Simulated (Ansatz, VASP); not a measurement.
This is a calculation of Zn for VASP 6.6.1.

The input POSCAR:

```
Zn
1.0
    0.0000000000      1.9515891866      1.9515891866
    1.9515891866      0.0000000000      1.9515891866
    1.9515891866      1.9515891866      0.0000000000
Zn
1
Direct
    0.0000000000      0.0000000000      0.0000000000
```

File INCAR.step1:

```
SYSTEM = Zn
  PREC = Accurate
  ENCUT = 440
  EDIFF = 1E-5
  ISMEAR = 0
  SIGMA = 0.02
  LREAL = .FALSE.
  LASPH = .TRUE.
  NELM = 120
  ALGO = Normal
  ISIF = 2
  LWAVE = .TRUE.
  LCHARG = .FALSE.
  NBANDS = 12
  GGA = PE
  GGA_COMPAT = .FALSE.
```

The input INCAR.step2:

```
SYSTEM = Zn
  PREC = Accurate
  ENCUT = 440
  EDIFF = 1E-6
  ISMEAR = 0
  SIGMA = 0.02
  LREAL = .FALSE.
  LASPH = .TRUE.
  NELM = 120
  ALGO = Normal
  ISIF = 2
  LWAVE = .FALSE.
  LCHARG = .FALSE.
  METAGGA = R2SCAN
  LHFCALC = .TRUE.
  AEXX = 0.1
  LMIXTAU = .TRUE.
  PRECFOCK = Normal
  IVDW = 13
  VDW_S6 = 1.0
  VDW_S8 = 0.8324
  VDW_A1 = 0.4944
  VDW_A2 = 5.9019
  NBANDS = 12
  ISTART = 1
  GGA_COMPAT = .FALSE.
```

Contents of KPOINTS:

```
regular mesh
0
G
  8 8 8
  0 0 0
```

Potentials or basis: VASP PAW PBE potentials, release 64 (Zn).

Launch:

```console
$ cat potpaw_PBE.64/Zn/POTCAR > POTCAR
$ cp INCAR.step1 INCAR
$ mpirun -np 1 vasp_std > vasp.out
$ cp INCAR.step2 INCAR
$ mpirun -np 1 vasp_std > vasp.out
```

Question: Set up the same calculation for Ansatz 0.2.0. Potentials there: Ansatz PAW.

Answer: As run (the cutoff follows the program's own potentials):

File input.yaml:

```yaml
crystal:
  lattice:
    - [0.0, 1.9515891866, 1.9515891866]
    - [1.9515891866, 0.0, 1.9515891866]
    - [1.9515891866, 1.9515891866, 0.0]
  atoms:
    - { symbol: Zn, position: [0.0, 0.0, 0.0] }
hamiltonian:
  xc: r2scanh
  pseudopotentials: { kind: paw }
  dispersion: d4
kpoints:
  mp_grid: { grid: [8, 8, 8] }
scf:
  occupations: { method: gaussian, width: 0.02 }
output:
  forces: true
  stress: true
  eigenvalues: true
```

Potentials or basis: Ansatz PAW.

Run with:

```console
$ ansatz run input.yaml --threads 1 --pin off --max-ram 2560MiB --backend cpu --events-out ev --progress --plain --runs-dir out
```

Both were run:

|  | VASP | Ansatz | Ansatz less VASP |
| --- | --- | --- | --- |
| gap on the k mesh at the Fermi level (eV) | none | none | - |
| pressure (GPa) | -3.7 | -3.5 | +0.19 |

VASP's potentials were made for PBE, not for r2SCANh. A gap of «none» marks a metal or a gap that the smearing closes.
